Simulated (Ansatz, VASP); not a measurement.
**Two plane-wave programs on Hf**

File INCAR:

```
PREC = Accurate
ENCUT = 600
EDIFF = 1E-6
ISMEAR = -1
SIGMA = 0.15
LREAL = F
LASPH = T
NELM = 100
ALGO = Normal
ISIF = 3
LWAVE = F
LCHARG = F
IBRION = 2
NSW = 80
EDIFFG = -0.001
```

File KPOINTS:

```
Automatic mesh
0
Gamma
  12 12 8
```

POSCAR

```
Hf
1.0
    3.1181299137      0.0000000028      0.0000000000
   -1.5590649593      2.7003797161      0.0000000000
    0.0000000000      0.0000000000      4.9468960220
Hf
2
Direct
    0.3333333333      0.6666666667      0.2500000000
    0.6666666667      0.3333333333      0.7500000000
```

Input for Ansatz:

```yaml
crystal:
  lattice:
    - [3.1181299137, 2.8e-09, 0.0]
    - [-1.5590649593, 2.7003797161, 0.0]
    - [0.0, 0.0, 4.946896022]
  atoms:
    - { symbol: Hf, position: [0.3333333333, 0.6666666667, 0.25] }
    - { symbol: Hf, position: [0.6666666667, 0.3333333333, 0.75] }
basis:
  ecutwfc: 420
kpoints:
  mp_grid: { grid: [12, 12, 8] }
hamiltonian:
  xc: lda
  pseudopotentials: { kind: paw, azcp: { folder: soft_1 } }
scf:
  occupations: { method: fermi_dirac, width: 0.15 }
output:
  forces: true
  stress: true
  eigenvalues: true
relax:
  adjacent_minimum: "off"
  f_tol: 0.001
  max_steps: 60
  cell: { stress_tol: 0.01 }
```

Alike in both runs: task relaxation of cell and atoms; functional LDA; k mesh 12 × 12 × 8; occupations fermi-dirac, width 0.15 eV; no spin polarisation.

```csv
,VASP,Ansatz
version,VASP 6.6.1,Ansatz 0.2.0
potentials or method,"VASP PAW LDA potentials, release 64 (Hf_pv), cutoff 600 eV","scalar-relativistic, plane waves, PAW"
valence electrons in the cell,20,52
```

|  | VASP | Ansatz | Ansatz less VASP |
| --- | --- | --- | --- |
| gap on the k mesh at the Fermi level, each at its own relaxed structure (eV) | none | none | - |
| relaxed volume (Å³/atom) | 20.87 | 20.85 | -0.019 |
| relaxed length of the cell vector where the two differ most in proportion (Å) | 3.117 | 3.116 | -0.0014 |

Ansatz warns that its potentials were made for another functional, while VASP's fit it. LDA's correlation is that of Perdew and Zunger in VASP and of Perdew and Wang (1992) in Ansatz. A gap of «none» marks a metal or a gap that the smearing closes. VASP's potentials hold 20 valence electrons a cell and Ansatz's 52, so a difference there can come from the potentials and not from the codes.

Spin-orbit coupling is off throughout.
